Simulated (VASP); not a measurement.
Set up this calculation in VASP 6.6.1, as the native input.

```yaml
Task: single point
Functional: LDA
Potentials_or_basis: VASP PAW LDA potentials, release 64 (Ru_pv)
Cutoff: 520 eV
k_mesh: 14 × 14 × 14
Occupations: fermi-dirac, width 0.1 eV
Spin: no spin polarisation
Dipole_correction: no
Further_INCAR_settings: ALGO = Normal; EDIFF = 1e-07; NBANDS = 13
```

The structure of Ru lies in POSCAR:

```
Ru
1.0
    2.3614165702      0.0000000000      0.0000000000
    0.0000000000      2.3614165702      0.0000000000
    0.0000000000      0.0000000000      2.3614165702
Ru
1
Direct
    0.0000000000      0.0000000000      0.0000000000
```

This cell differs from its parent crystal: volume scaled by 0.88.

The input as run:

INCAR

```
ALGO = Normal ; EDIFF = 1E-7
ENCUT = 520 ; ISIF = 2
ISMEAR = -1 ; LASPH = T
LCHARG = F ; LREAL = F
LWAVE = F ; NBANDS = 13
NELM = 80 ; PREC = Accurate
SIGMA = 0.1
```

KPOINTS

```
k-points
0
Gamma
  14 14 14
```

Potentials or basis: VASP PAW LDA potentials, release 64 (Ru_pv).

The run is started by

```bash
$ cat potpaw_LDA.64/Ru_pv/POTCAR > POTCAR
$ mpirun -np 1 vasp_std > vasp.out
```

Results of the run:

```json
{"Pressure": "47.0 GPa", "Band gap on the k mesh": "zero (band 7 reaches 18.56 eV, above the bottom of band 8 at 12.59 eV)"}
```

Wall time 17 s on 1 thread of Intel Xeon 8259CL, on a shared host, peak memory 0.13 GiB.
